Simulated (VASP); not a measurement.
Pt: single point with HSE06

The system is Pt.

```
Pt
1.0
     0.00000    1.98506    1.98506
     1.98506    0.00000    1.98506
     1.98506    1.98506    0.00000
Pt
1
Direct
  0.00000 0.00000 0.00000
```

| Property | Result |
| --- | --- |
| Program | VASP 6.6.1 |
| Task | single point |
| Functional | HSE06 |
| Potentials or basis | VASP PAW PBE potentials, release 64 (Pt) |
| Cutoff | 520 eV |
| k mesh | 12 × 12 × 12 |
| Occupations | gaussian, width 0.1 eV |
| Spin | no spin polarisation |
| Dipole correction | no |
| Grid for exact exchange (PRECFOCK) | Normal |
| Further INCAR settings | ALGO = Normal; EDIFF = 1e-06; NBANDS = 11 |
| Share of exact exchange | 0.25 |
| Screening parameter | 0.2079 1/Å |

```yaml
Pressure: -7.9 GPa
Band_gap_on_the_k_mesh: zero (bands 5 and 6 overlap by 2.82 eV)
```

Levels at points of the mesh, in eV from the Fermi level:
| k point | band 1 | band 2 | band 3 | band 4 | band 5 | band 6 | band 7 | band 8 | band 9 | band 10 |
| --- | --- | --- | --- | --- | --- | --- | --- | --- | --- | --- |
| (0.00, 0.00, 0.00) | -10.50 | -4.11 | -4.11 | -4.11 | -2.12 | -2.12 | 16.11 | 21.09 | 21.09 | 21.09 |
| (0.50, 0.00, 0.00) | -7.65 | -4.28 | -4.28 | -0.06 | -0.06 | -0.06 | 6.79 | 15.62 | 20.39 | 20.39 |
| (0.50, 0.50, 0.00) | -7.55 | -7.01 | -0.39 | 0.65 | 0.65 | 2.36 | 9.93 | 12.58 | 12.58 | 21.32 |

Run time: 36 min on 4 MPI ranks on Intel(R) Xeon(R) Platinum 8488C (Sapphire Rapids) (shared host), peak memory 0.28 GiB a rank.

Caveat: the cell stands under tension; the PAW data sets were made with another functional, which shifts forces and pressure a little; spin-orbit coupling is left out, which moves the levels of the heavy elements.
